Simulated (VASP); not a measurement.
# Si3C4 in VASP: a series of runs

Runs on Si3C4. Level: PBE. Tasks: single point.

Everything below comes from runs of VASP 6.6.1. Logs are shortened: lines on timing, memory, paths and dates and some standing lists are left out, and cuts for length are marked.

## 1. The cell of the first run

The cell holds a slab with vacuum, 7 atoms: a = 3.097 Å, b = 3.097 Å, c = 20.970 Å, α = 90.00°, β = 90.00°, γ = 90.00°.

## 2. Single point, PBE, collinear spin

Contents of INCAR:

```
PREC = Accurate
ENCUT = 520
EDIFF = 1E-6
ISMEAR = 0
SIGMA = 0.05
LREAL = False
LASPH = True
NELM = 150
ALGO = Normal
ISIF = 2
LWAVE = False
LCHARG = False
ISPIN = 2
MAGMOM = 0 0 0 2 0 0 0
LORBIT = 11
LDIPOL = True
IDIPOL = 3
DIPOL = 0.5 0.5 0.351
GGA = PE
NBANDS = 27
```

Contents of KPOINTS:

```
regular mesh
0
Gamma
  9 9 1
```

Contents of POSCAR:

```
Si3C4
1.0
    3.0967390168      0.0000000000      0.0000000000
    0.0000000000      3.0967390168      0.0000000000
    0.0000000000      0.0000000000     20.9699133985
C Si
4 3
Direct
    0.0000000000      0.5000000000      0.1907494764
    0.5000000000      0.0000000000      0.2951717082
    0.0000000000      0.5000000000      0.3986724483
    0.5000000000      0.7500000000      0.5314048274
    0.5000000000      0.5000000000      0.2429605923
    0.0000000000      0.0000000000      0.3461922397
    0.5000000000      0.5000000000      0.4515952555
```

Potentials or basis: VASP PAW PBE potentials, release 64 (C, Si).

Launch:

```
$ cat potpaw_PBE.64/C/POTCAR potpaw_PBE.64/Si/POTCAR > POTCAR
$ mpirun -np 1 vasp_std > vasp.out
```

OUTCAR:

```text
PREC = Accurate
   ENCUT = 520
   EDIFF = 1E-6
   ISMEAR = 0
   LREAL = False
   LASPH = True
   NELM = 150
   ISIF = 2
   ISPIN = 2
   LORBIT = 11
   GGA = PE

 ion  position               nearest neighbor table
   1  0.000  0.500  0.191-   5 1.90   5 1.90
   2  0.500  0.000  0.295-   6 1.88   6 1.88   5 1.90   5 1.90
   3  0.000  0.500  0.399-   6 1.90   6 1.90   7 1.91   7 1.91
   4  0.500  0.750  0.531-   7 1.84
   5  0.500  0.500  0.243-   1 1.90   2 1.90   2 1.90   1 1.90   6 3.08   6 3.08   6 3.08   6 3.08

   6  0.000  0.000  0.346-   2 1.88   2 1.88   3 1.90   3 1.90   5 3.08   5 3.08   5 3.08   5 3.08
                             7 3.11   7 3.11   7 3.11   7 3.11
   7  0.500  0.500  0.452-   4 1.84   3 1.91   3 1.91   6 3.11   6 3.11   6 3.11   6 3.11

  LATTYP: Found a simple tetragonal cell.
 ALAT       =     3.0967390168
 C/A-ratio  =     6.7716114547

  Lattice vectors:

 A1 = (   3.0967390168,   0.0000000000,   0.0000000000)
 A2 = (   0.0000000000,   3.0967390168,   0.0000000000)
 A3 = (   0.0000000000,   0.0000000000,  20.9699133985)

Analysis of symmetry for initial positions (statically):
=====================================================================
 Subroutine PRICEL returns:
 Original cell was already a primitive cell.

 Routine SETGRP: Setting up the symmetry group for a
 simple tetragonal supercell.

 Subroutine GETGRP returns: Found  2 space group operations
 (whereof  2 operations were pure point group operations)
 out of a pool of 16 trial point group operations.

The static configuration has the point symmetry C_1h.

Analysis of symmetry for dynamics (positions and initial velocities):
=====================================================================
 Subroutine PRICEL returns:
 Original cell was already a primitive cell.

 Routine SETGRP: Setting up the symmetry group for a
 simple tetragonal supercell.

 Subroutine GETGRP returns: Found  2 space group operations
 (whereof  2 operations were pure point group operations)
 out of a pool of 16 trial point group operations.

The dynamic configuration has the point symmetry C_1h.

Analysis of structural, dynamic, and magnetic symmetry:
=====================================================================
 Subroutine PRICEL returns:
 Original cell was already a primitive cell.

 Routine SETGRP: Setting up the symmetry group for a
 simple tetragonal supercell.

 Subroutine GETGRP returns: Found  2 space group operations
 (whereof  2 operations were pure point group operations)
 out of a pool of 16 trial point group operations.

The overall configuration has the point symmetry C_1h.

 Subroutine INISYM returns: Found  2 space group operations
 (whereof  2 operations are pure point group operations),
 and found     1 'primitive' translations

----------------------------------------------------------------------------------------

                                     Primitive cell

  volume of cell :     201.0971

  direct lattice vectors                    reciprocal lattice vectors
     3.096739017  0.000000000  0.000000000     0.322920335  0.000000000  0.000000000
     0.000000000  3.096739017  0.000000000     0.000000000  0.322920335  0.000000000
     0.000000000  0.000000000 20.969913399     0.000000000  0.000000000  0.047687369

  length of vectors
     3.096739017  3.096739017 20.969913399     0.322920335  0.322920335  0.047687369

  position of ions in fractional coordinates (direct lattice)
     0.000000000  0.500000000  0.190749476
     0.500000000  0.000000000  0.295171708
     0.000000000  0.500000000  0.398672448
     0.500000000  0.750000000  0.531404827
     0.500000000  0.500000000  0.242960592
     0.000000000  0.000000000  0.346192240
     0.500000000  0.500000000  0.451595256

  ion indices of the primitive-cell ions
   primitive index   ion index
                 1           1
                 2           2
                 3           3
                 4           4
                 5           5
                 6           6
                 7           7

----------------------------------------------------------------------------------------

[... 58 lines left out ...]
 SYSTEM =  unknown system
   PREC   = accura    normal or accurate (medium, high low for compatibility)
   ISTART =      0    job   : 0-new  1-cont  2-samecut
   ICHARG =      2    charge: 1-file 2-atom 10-const
   ISPIN  =      2    spin polarized calculation?
   LNONCOLLINEAR =      F non collinear calculations
   LSORBIT =      F    spin-orbit coupling
   LASPH  =      T    aspherical Exc in radial PAW
   ENCUT  =  520.0 eV  38.22 Ry    6.18 a.u.   5.76  5.76 38.99*2*pi/ulx,y,z
   NELM   =    150;   NELMIN=  2; NELMDL= -5     # of ELM steps
   EDIFF  = 0.1E-05   stopping-criterion for ELM
   LREAL  =      F    real-space projection
   EDIFFG = 0.1E-04   stopping-criterion for IOM
   NSW    =      0    number of steps for IOM
   IBRION =     -1    ionic relax: 0-MD 1-quasi-New 2-CG
   NFREE  =      0    steps in history (QN), initial steepest desc. (CG)
   ISIF   =      2    stress and relaxation
   ISYM   =      2    0-nonsym 1-usesym 2-fastsym
   POTIM  = 0.5000    time-step for ionic-motion
   TEBEG  =    0.0;   TEEND  =   0.0 temperature during run
   PSTRESS=    0.0 pullay stress
   NELECT =      28.0000    total number of electrons
   NUPDOWN=      -1.0000    fix difference up-down
   EMIN   =  10.00;   EMAX   =-10.00  energy-range for DOS
   EFERMI =   0.00;   METHOD = LEGACY
   ISMEAR =     0;   SIGMA  =   0.05  broadening in eV -4-tet -1-fermi 0-gaus
   EFERMI_NEDOS =   21; number of points for ismear=-14 and -15
   IALGO  =     38    algorithm
   IMIX   =      4    mixing-type and parameters
     AMIX     =   0.40;   BMIX     =  1.00
     AMIX_MAG =   1.60;   BMIX_MAG =  1.00
  volume/ion in A,a.u.               =      28.73       193.87
  Fermi-wavevector in a.u.,A,eV,Ry     =   0.848514  1.603459  9.795863  0.719976
  Thomas-Fermi vector in A             =   1.964189
   LORBIT       =     11    0 simple, 1 ext, 2 COOP (PROOUT), +10 PAW based schemes
   GGA     = PE    functional components
   LHFCALC =     F    Hartree Fock is set to
   AEXX    =    0.0000 exact exchange contribution
   IVDW    =     0    specifies the selected vdW correction
   LEPSILON=     F    determine dielectric tensor
   LRPA    =     F    only Hartree local field effects (RPA)
 spin polarized calculation
 Gauss-broadening in eV      SIGMA  =   0.05
  energy-cutoff  :      520.00
  volume of cell :      201.10
 maximum number of plane-waves:      5438
   NGX = 11   NGY = 11   NGZ = 77

 dipolmoment           0.000000      0.000000     -0.014369 electrons x Angstroem

 number of electron      27.9999998 magnetization       0.0619951

 dipolmoment           0.000000      0.000000      0.047252 electrons x Angstroem

 Free energy of the ion-electron system (eV)
  ---------------------------------------------------
  ext. energy  EPLUGINS =         0.00000000
  ---------------------------------------------------
  free energy    TOTEN  =       -44.38072620 eV

  energy without entropy =      -44.37591516  energy(sigma->0) =      -44.37832068

 E-fermi :  -1.9739     XC(G=0):  -5.0628

 val. band max:       -1.9789288346   @ k =   0.1111   0.1111   0.0000
 cond. band min:      -1.9723084791   @ k =   0.3333   0.1111   0.0000
 fundamental gap:      0.0066203555
 Fermi energy:        -1.9738676431

 spin component 1

 k-point     1 :       0.0000    0.0000    0.0000
  band No.  band energies     occupation
      1     -17.3178      1.00000
      2     -15.5691      1.00000
      3     -13.1439      1.00000
      4     -12.0767      1.00000
      5      -8.3044      1.00000
      6      -5.4340      1.00000
[... 685 lines left out ...]
     25       7.9359      0.00000
     26       8.7015      0.00000

 [... further k-points ...]

 spin component 2

 k-point     1 :       0.0000    0.0000    0.0000
  band No.  band energies     occupation
      1     -17.3211      1.00000
      2     -15.5715      1.00000
      3     -13.1023      1.00000
      4     -12.0013      1.00000
      5      -8.2856      1.00000
      6      -5.4656      1.00000
[... 685 lines left out ...]
     25       7.9277      0.00000
     26       8.6310      0.00000

 [... further k-points ...]

 [bands above 26 left out]

------------------------ aborting loop because EDIFF is reached ----------------------------------------

 vacuum level on the upper side and lower side of the slab       (xc-potential included)         0.434        -0.434

  FORCE on cell =-STRESS in cart. coord.  units (eV):
  Direction    XX          YY          ZZ          XY          YZ          ZX
  --------------------------------------------------------------------------------------
  -------------------------------------------------------------------------------------
  Total       -0.9992291     -3.6819709     -2.4167953      0.0000000      1.9113979      0.0000000
  in kB       -7.9610404    -29.3349316    -19.2550477      0.0000000     15.2284551      0.0000000
  external PRESSURE =     -18.8503399 kB  Pullay stress =       0.0000000 kB

 VOLUME and BASIS-vectors are now :
 -----------------------------------------------------------------------------
  energy-cutoff  :      520.00
  volume of cell :      201.10
      direct lattice vectors                 reciprocal lattice vectors
     3.096739017  0.000000000  0.000000000     0.322920335  0.000000000  0.000000000
     0.000000000  3.096739017  0.000000000     0.000000000  0.322920335  0.000000000
     0.000000000  0.000000000 20.969913399     0.000000000  0.000000000  0.047687369

 POSITION                                       TOTAL-FORCE (eV/Angst)
 -----------------------------------------------------------------------------------
      0.00000      1.54837      4.00000         0.000000     -0.029750      2.005877
      1.54837      0.00000      6.18973         0.000000     -0.026231      0.151338
      0.00000      1.54837      8.36013         0.000000     -0.356286      0.396095
      1.54837      2.32255     11.14351         0.000000      0.854090     -0.033338
      1.54837      1.54837      5.09486         0.000000      0.005115     -2.197420
      0.00000      0.00000      7.25962         0.000000      0.063390      0.019036
      1.54837      1.54837      9.46991         0.000000     -0.510328     -0.341588
 -----------------------------------------------------------------------------------
    total drift:                                0.000000     -0.000101      0.000107

  FREE ENERGIE OF THE ION-ELECTRON SYSTEM (eV)
  ---------------------------------------------------
  free  energy   TOTEN  =       -44.3807262016 eV

  energy  without entropy=      -44.3759151646  energy(sigma->0) =      -44.37832068

 vacuum level on the upper side and lower side of the slab         6.084         5.182

 total charge

# of ion       s       p       d       tot
------------------------------------------
    1        0.919   1.317   0.000   2.235
    2        0.847   1.681   0.000   2.527
    3        0.846   1.658   0.000   2.503
    4        1.022   1.069   0.000   2.091
    5        0.710   0.961   0.000   1.671
    6        0.712   0.952   0.000   1.664
    7        0.749   0.906   0.000   1.655
--------------------------------------------------
tot          5.803   8.544   0.000  14.347

 magnetization (x)

# of ion       s       p       d       tot
------------------------------------------
    1       -0.016  -0.058   0.000  -0.074
    2       -0.001  -0.008   0.000  -0.008
    3        0.002   0.008   0.000   0.010
    4        0.008   0.087   0.000   0.096
    5       -0.002  -0.007   0.000  -0.009
    6       -0.000   0.001   0.000   0.000
    7       -0.002  -0.002   0.000  -0.004
--------------------------------------------------
tot         -0.011   0.022   0.000   0.011
```

It took 8.2 min on 1 thread of AMD EPYC 9R45 (Zen 5), shared host; peak memory 0.43 GiB.

Results:

```
Free energy                                           : -44.3807 eV
Largest force                                         : 2.197 eV/Å
Net moment                                            : 0.06 μB per cell
Site moments                                          : C -0.07, -0.01, +0.01, +0.10; Si -0.01, +0.00, -0.00 μB
Valence electrons inside the program's atomic spheres : C 2.23, 2.53, 2.50, 2.09; Si 1.67, 1.66
```

Forces in eV/Å, atoms in the order of the input:
```
C    0.000 -0.030  2.006
C    0.000 -0.026  0.151
C    0.000 -0.356  0.396
C    0.000  0.854 -0.033
Si   0.000  0.005 -2.197
Si   0.000  0.063  0.019
Si   0.000 -0.510 -0.342
```

Levels at points of the mesh, in eV from the Fermi level:
Spin up:
```
           k point  band 11  band 12  band 13  band 14  band 15  band 16  band 17  band 18
(0.00, 0.00, 0.00)    -1.07    -0.39    -0.17     1.32     1.59     1.70     2.18     3.38
```
Spin down:
```tsv
k point	band 11	band 12	band 13	band 14	band 15	band 16	band 17	band 18
(0.00, 0.00, 0.00)	-1.06	-0.45	-0.39	1.39	1.77	2.07	2.20	3.38
```

## 3. Single point, PBE, collinear spin

Contents of INCAR:

```
SYSTEM = Si3C4
PREC = Accurate ; ENCUT = 520
EDIFF = 1E-6 ; ISMEAR = 0
SIGMA = 0.05 ; LREAL = .False.
LASPH = .True. ; NELM = 150
ALGO = Normal ; ISIF = 2
LWAVE = .False. ; LCHARG = .False.
ISPIN = 2 ; MAGMOM = 0 0 0 2 0 0 0
LORBIT = 11 ; LDIPOL = .True.
IDIPOL = 3 ; DIPOL = 0.5 0.5 0.351
GGA = PE ; NBANDS = 27
```

Contents of KPOINTS:

```
regular mesh
0
Gamma
  9 9 1
  0 0 0
```

Changes to POSCAR since step 2:

```diff
@@ -11,3 +11,3 @@
     0.0000000000      0.5000000000      0.3986724483
-    0.5000000000      0.7500000000      0.5314048274
+    0.7500000000      0.5000000000      0.5308457995
     0.5000000000      0.5000000000      0.2429605923
```

Potentials or basis: VASP PAW PBE potentials, release 64 (C, Si).

Launch:

```
$ cat potpaw_PBE.64/C/POTCAR potpaw_PBE.64/Si/POTCAR > POTCAR
$ mpirun -np 1 vasp_std > vasp.out
```

Wall time 5.2 min (1 thread of AMD EPYC 9R45 (Zen 5), shared host); peak memory 0.42 GiB.

Results (log left out):

```yaml
Free_energy: -43.9881 eV
Largest_force: 2.256 eV/Å
Net_moment: 0.54 μB per cell
Site_moments: C -0.00, +0.03, +0.26; Si +0.00, -0.01 μB
Valence_electrons_inside_the_program's_atomic_spheres: C 2.23, 2.52, 2.50, 2.10; Si 1.67, 1.66, 1.65
```

Forces in eV/Å, atoms in the order of the input:
```
C    0.006  0.000  2.034
C    0.022  0.000  0.356
C    0.100  0.000  0.250
C   -0.202  0.000 -0.019
Si   0.007  0.000 -2.256
Si   0.112  0.000 -0.340
Si  -0.045  0.000 -0.025
```

Levels at points of the mesh, in eV from the Fermi level:
Spin up:
```
           k point  band 11  band 12  band 13  band 14  band 15  band 16  band 17  band 18
(0.00, 0.00, 0.00)    -1.47    -0.39    -0.27     0.79     1.20     1.75     1.94     2.73
```
Spin down:
| k point | band 12 | band 13 | band 14 | band 15 | band 16 | band 17 |
| --- | --- | --- | --- | --- | --- | --- |
| (0.00, 0.00, 0.00) | -0.39 | -0.23 | 1.32 | 1.49 | 1.76 | 2.33 |

(Part 1 of 2 ends here.)
